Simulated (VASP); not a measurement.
SnSe: relaxation of cell and atoms with BLYP

SnSe:

```
Sn Se
1.0
     0.00000    3.01000    3.01000
     3.01000    0.00000    3.01000
     3.01000    3.01000    0.00000
Sn Se
1 1
Direct
  0.00000 0.00000 0.00000
  0.50000 0.50000 0.50000
```

| Item | Value |
| --- | --- |
| Program | VASP 6.6.1 |
| Task | relaxation of cell and atoms |
| Functional | BLYP |
| Potentials or basis | VASP PAW PBE potentials, release 64 (Sn_d, Se) |
| Cutoff | 600 eV |
| k mesh | 8 × 8 × 8 |
| Occupations | fermi-dirac, width 0.05 eV |
| Spin | no spin polarisation |
| Dipole correction | no |
| Further INCAR settings | ALGO = Normal; EDIFF = 1e-06; IBRION = 2; EDIFFG = -0.01; NSW = 60; ISIF = 3 |

- Relaxed volume: 30.09 Å³/atom
- Relaxed cell: a = 4.399 Å, b = 4.399 Å, c = 4.399 Å, α = 60.00°, β = 60.00°, γ = 60.00°
- Space group after relaxing (to 0.1 Å): Fm-3m (No. 225)
- Energy gained by relaxing: 40.3 meV/atom
- Ionic steps: 3
- Pressure after relaxing: 0.0 GPa
- Band gap on the k mesh: 0.04 eV

The path:
| step | energy change (eV) | largest force (eV/Å) | pressure (GPa) | volume (Å³) |
| --- | --- | --- | --- | --- |
| 1 | 0.0000 | 0.0000 | 4.96 | 54.54 |
| 2 | -0.0776 | 0.0000 | -0.84 | 61.49 |
| 3 | -0.0807 | 0.0000 | 0.03 | 60.18 |

Final structure:
```cif
data_structure
_symmetry_space_group_name_H-M 'P 1'
_symmetry_Int_Tables_number 1
_cell_length_a 4.3986
_cell_length_b 4.3986
_cell_length_c 4.3986
_cell_angle_alpha 60.000
_cell_angle_beta 60.000
_cell_angle_gamma 60.000
_cell_volume 60.18
loop_
_atom_site_label
_atom_site_type_symbol
_atom_site_fract_x
_atom_site_fract_y
_atom_site_fract_z
_atom_site_occupancy
Sn1 Sn 0.00000 0.00000 0.00000 1
Se1 Se 0.50000 0.50000 0.50000 1
```

Levels at points of the mesh, in eV from the valence-band top:
```tsv
k point	band 7	band 8	band 9	band 10	band 11	band 12	band 13	band 14
(0.00, 0.00, 0.00)	-5.63	-2.07	-2.07	-2.07	3.69	3.69	3.69	6.05
(0.50, 0.00, 0.00)	-7.80	-1.82	-1.82	0.00	0.04	1.12	1.12	8.17
(0.50, 0.50, 0.00)	-6.30	-4.88	-3.31	-3.31	3.51	4.56	4.56	5.16
```

Wall time 2.5 min on 1 thread of Intel Xeon 8259CL, on a shared host, peak memory 0.23 GiB.

Caveat: semilocal functionals underestimate gaps, and a narrow one can read as zero; the PAW data sets were made with another functional, which shifts forces and pressure a little; spin-orbit coupling is left out, which moves the levels of the heavy elements. A k mesh can miss the band edges.
